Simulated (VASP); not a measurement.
Crystal: Ti.

```
Ti
1.0
     4.60000    0.00000    0.00000
    -2.30000    3.98372    0.00000
     0.00000    0.00000    2.82000
Ti
3
Direct
  0.00000 0.00000 0.00000
  0.33333 0.66667 0.50000
  0.66667 0.33333 0.50000
```

Base run:

| Item | Value |
| --- | --- |
| Program | VASP 6.6.1 |
| Functional | BLYP |
| Potentials or basis | VASP PAW PBE potentials, release 64 (Ti_sv) |
| Cutoff | 520 eV |
| k mesh | 8 × 8 × 11 |
| Occupations | fermi-dirac, width 0.1 eV |
| Spin | no spin polarisation |

Its results: band gap on the k mesh zero (band 18 reaches 8.92 eV, above the bottom of band 19 at 8.66 eV); pressure 2.1 GPa.

**Question.** The run is repeated on the same cell with these changes: functional from BLYP to PBEsol; further incar settings from ALGO = Normal; EDIFF = 1e-06; NBANDS = 25 to ALGO = Normal; EDIFF = 1e-07; NBANDS = 25. What comes out?

**Answer.** Band gap on the k mesh zero (band 18 reaches 8.36 eV, above the bottom of band 19 at 8.09 eV); pressure -5.0 GPa.

Caveats: the PAW data sets were made with another functional, which shifts forces and pressure a little.
